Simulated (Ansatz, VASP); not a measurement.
**One calculation of Si2Ge2Ir, two programs**

```xyz
15
Lattice="6.0144 0.0000 0.0000 -3.0072 5.2086 0.0000 0.0000 0.0000 8.1226" Properties=species:S:1:pos:R:3 pbc="T T T"
Si   -0.6067    3.5207    0.9690
Si    2.4005    1.6879    4.4461
Si    3.2687    2.2857    1.7386
Si    0.3452    3.9736    6.3841
Si    3.3523    1.2350    7.1537
Si    0.2615    2.9229    3.6765
Ge    0.7044    1.2302    1.7645
Ge    3.7116    3.9784    3.6506
Ge   -2.2940    3.9835    7.1796
Ge    4.5968    0.0050    0.9431
Ge    0.7131    1.2251    6.3581
Ge    1.5896    5.2035    4.4720
Ir    2.7491    0.0000    2.7075
Ir    1.6326    2.8278    0.0000
Ir   -1.3745    2.3808    5.4151
```

Alike in both runs: functional PBE; k mesh 6 × 6 × 4; occupations gaussian, width 0.1 eV; no spin polarisation.

Ansatz relaxed the structure, and its values are those at the end. VASP's run is a single point on that final structure, the one shown.

|  | VASP | Ansatz |
| --- | --- | --- |
| version | VASP 6.6.1 | Ansatz 0.2.0 |
| potentials or method | VASP PAW PBE potentials, release 64 (Si, Ge_d, Ir), cutoff 520 eV | scalar-relativistic, plane waves, PAW |
| valence electrons in the cell | 135 | 159 |

|  | VASP | Ansatz | Ansatz less VASP |
| --- | --- | --- | --- |
| gap on the k mesh at the Fermi level (eV) | none | none | - |
| pressure (GPa) | 0.1 | 0.0 | -0.06 |
| rms of the force components (eV/Å) | 0.007 | 0.002 | -0.0054 |

A gap of «none» marks a metal or a gap that the smearing closes. VASP's potentials hold 135 valence electrons a cell and Ansatz's 159, so a difference there can come from the potentials and not from the codes.

Neither program's run includes spin-orbit coupling.
